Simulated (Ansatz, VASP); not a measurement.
Pb in VASP and in Ansatz

Contents of INCAR:

```
SYSTEM = Pb
  PREC = Accurate
  ENCUT = 520
  EDIFF = 1E-7
  ISMEAR = 0
  SIGMA = 0.15
  LREAL = .False.
  LASPH = .True.
  NELM = 60
  ALGO = Fast
  ISIF = 2
  LWAVE = .False.
  LCHARG = .False.
  GGA = PE
  NBANDS = 13
```

KPOINTS

```
Automatic mesh
0
Gamma
  18 18 18
  0 0 0
```

The input POSCAR:

```
Pb
1.0
    0.0000000000      2.2629797558      2.9418736826
    2.2629797558      0.0000000000      2.9418736826
    2.2629797558      2.2629797558      0.0000000000
Pb
1
Direct
    0.0000000000      0.0000000000      0.0000000000
```

Input for Ansatz:

```yaml
crystal:
  lattice:
    - [0.0, 2.2629797558, 2.9418736826]
    - [2.2629797558, 0.0, 2.9418736826]
    - [2.2629797558, 2.2629797558, 0.0]
  atoms:
    - { symbol: Pb, position: [0.0, 0.0, 0.0] }
basis:
  ecutwfc: 420
kpoints:
  mp_grid: { grid: [18, 18, 18] }
hamiltonian:
  xc: pbe
scf:
  occupations: { method: gaussian, width: 0.15 }
output:
  forces: true
  stress: true
  eigenvalues: true
```

Alike in both runs: task single point; functional PBE; k mesh 18 × 18 × 18; occupations gaussian, width 0.15 eV; no spin polarisation.

|  | VASP | Ansatz |
| --- | --- | --- |
| version | VASP 6.6.1 | Ansatz 0.2.0 |
| potentials or method | VASP PAW PBE potentials, release 64 (Pb_d), cutoff 520 eV | scalar-relativistic, plane waves, PAW |
| valence electrons in the cell | 14 | 14 |

|  | VASP | Ansatz | Ansatz less VASP |
| --- | --- | --- | --- |
| gap on the k mesh at the Fermi level (eV) | none | none | - |
| pressure (GPa) | 3.8 | 3.8 | +0.06 |
| traceless stress, the component that is largest in VASP (GPa) | -4.42 | -4.41 | +0.004 |

A gap of «none» marks a metal or a gap that the smearing closes. With one functional, cell and mesh, what is left measures potentials, basis and numerics.

Neither program's run includes spin-orbit coupling.
